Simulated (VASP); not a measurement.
# BaMg3H4: relaxation of cell and atoms with PBE

Crystal: BaMg3H4.

```
Ba Mg H
1.0
     4.71431    0.00000    0.00000
    -2.35716    4.08271    0.00000
     0.00000    0.00000   15.76909
Ba Mg H
1 3 4
Direct
  0.00000 0.00000 0.64874
  0.00000 0.00000 0.17267
  0.33333 0.66667 0.38683
  0.66667 0.33333 0.95851
  0.00000 0.00000 0.00000
  0.33333 0.66667 0.21416
  0.00000 0.00000 0.42832
  0.66667 0.33333 0.78584
```

```
Program                : VASP 6.6.1
Task                   : relaxation of cell and atoms
Functional             : PBE
Potentials or basis    : VASP PAW PBE potentials, release 64 (Ba_sv, Mg, H)
Cutoff                 : 600 eV
k mesh                 : 6 × 6 × 1
Occupations            : gaussian, width 0.1 eV
Spin                   : no spin polarisation
Dipole correction      : no
Further INCAR settings : ALGO = Normal; EDIFF = 1e-06; IBRION = 2; EDIFFG = -0.04; NSW = 90; ISIF = 3
```

```yaml
Relaxed_volume: 17.21 Å³/atom
Relaxed_cell: a = 3.946 Å, b = 3.946 Å, c = 10.209 Å, α = 90.00°, β = 90.00°, γ = 120.00°
Space_group_after_relaxing_to_0.1_Å: P3m1 (No. 156)
Energy_gained_by_relaxing: 739.5 meV/atom
Ionic_steps: 19
Pressure_after_relaxing: -0.1 GPa
Largest_force_after_relaxing: 0.028 eV/Å
Band_gap_on_the_k_mesh: zero (bands 10 and 11 overlap by 1.14 eV)
```

Forces on the atoms (eV/Å):
```
Ba   0.000  0.000  0.024
Mg   0.000  0.000 -0.026
Mg   0.000  0.000  0.001
Mg   0.000  0.000  0.020
H    0.000  0.000 -0.028
H    0.000  0.000 -0.010
H    0.000  0.000  0.015
H    0.000  0.000  0.005
```

Stress tensor (GPa, compression positive):
```
-0.06  0.00  0.00
 0.00 -0.06  0.00
 0.00  0.00 -0.17
```

Step by step:
| step | energy change (eV) | largest force (eV/Å) | pressure (GPa) | volume (Å³) |
| --- | --- | --- | --- | --- |
| 1 | 0.0000 | 0.2994 | -4.74 | 303.51 |
| 2 | -1.5452 | 0.3175 | -5.31 | 256.79 |
| 3 | -5.2873 | 0.7703 | -1.85 | 145.31 |
| 4 | -5.1514 | 1.1298 | 4.70 | 121.78 |
| 5 | -5.3530 | 0.8764 | -0.16 | 137.03 |
| 6 | -5.3526 | 0.9119 | 0.46 | 134.53 |
| 7 | -5.4719 | 0.7801 | 0.58 | 132.85 |
| 8 | -5.6340 | 0.5938 | 1.46 | 128.57 |
| 9 | -5.6494 | 0.8445 | 2.08 | 126.80 |
| 10 | -5.7583 | 0.4258 | 1.03 | 130.46 |
| 11 | -5.7969 | 0.4567 | 0.17 | 134.65 |
| 12 | -5.7974 | 0.4148 | 0.24 | 134.22 |
| 13 | -5.8354 | 0.3148 | 0.03 | 135.34 |
| 14 | -5.8901 | 0.2717 | -0.33 | 138.65 |
| 15 | -5.9043 | 0.1879 | -0.01 | 137.55 |
| 16 | -5.9055 | 0.1870 | 0.11 | 137.14 |
| 17 | -5.9120 | 0.1054 | 0.03 | 137.41 |
| 18 | -5.9128 | 0.1288 | -0.01 | 137.55 |
| 19 | -5.9161 | 0.0278 | -0.10 | 137.65 |

Final structure:
```xyz
8
Lattice="3.9458 0.0000 0.0000 -1.9729 3.4172 0.0000 0.0000 0.0000 10.2088" Properties=species:S:1:pos:R:3 pbc="T T T"
Ba    0.0000    0.0000    6.9333
Mg    0.0000    0.0000    1.9013
Mg    0.0000    2.2781    4.0836
Mg    1.9729    1.1391    9.9534
H     0.0000    0.0000   10.1265
H     0.0000    2.2781    2.0036
H     0.0000    0.0000    3.7864
H     1.9729    1.1391    8.1220
```

Levels at points of the mesh, in eV from the Fermi level:
| k point | band 6 | band 7 | band 8 | band 9 | band 10 | band 11 | band 12 | band 13 | band 14 | band 15 |
| --- | --- | --- | --- | --- | --- | --- | --- | --- | --- | --- |
| (0.00, 0.00, 0.00) | -6.60 | -5.14 | -3.56 | -0.46 | 1.06 | 2.25 | 2.25 | 2.35 | 3.83 | 4.22 |
| (0.50, 0.00, 0.00) | -5.35 | -4.83 | -4.56 | -1.42 | -1.03 | 0.02 | 0.81 | 2.13 | 2.31 | 2.40 |

Wall time 8 min on 1 thread of Intel(R) Xeon(R) 6975P-C (Granite Rapids), with other jobs on the host, peak memory 0.56 GiB.

Caveat: the k points lie up to 0.62 Å⁻¹ apart in the final cell, too coarse for converged energies and pressures of a metal; the volume moved by over 15 % at a fixed basis, so the end points are rough; spin-orbit coupling is left out, which moves the levels of the heavy elements.
